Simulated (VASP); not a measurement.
The system is KI.

```xyz
2
Lattice="0.0000 3.4607 3.4607 3.4607 0.0000 3.4607 3.4607 3.4607 0.0000" Properties=species:S:1:pos:R:3 pbc="T T T"
I     3.4607    3.4607    3.4607
K     0.0000    0.0000    0.0000
```

This cell differs from its parent crystal: volume scaled by 0.94.

Base run:

- Program: VASP 6.6.1
- Functional: PBEsol
- Potentials or basis: VASP PAW PBE potentials, release 64 (I, K_sv)
- Cutoff: 520 eV
- k mesh: 7 × 7 × 7
- Occupations: fermi-dirac, width 0.05 eV
- Spin: no spin polarisation

Its results: band gap on the k mesh 3.95 eV, direct; pressure 0.5 GPa.

**Question.** The run is repeated on the same cell with these changes: functional from PBEsol to r2SCAN. What comes out?

**Answer.** Band gap on the k mesh 4.78 eV, direct; pressure 1.1 GPa.

r2SCAN gives the wider gap, since meta-GGAs in the generalised Kohn-Sham scheme recover part of the derivative discontinuity.

Caveats: the PAW data sets were made with another functional, which shifts forces and pressure a little; spin-orbit coupling is left out, which moves the levels of the heavy elements.

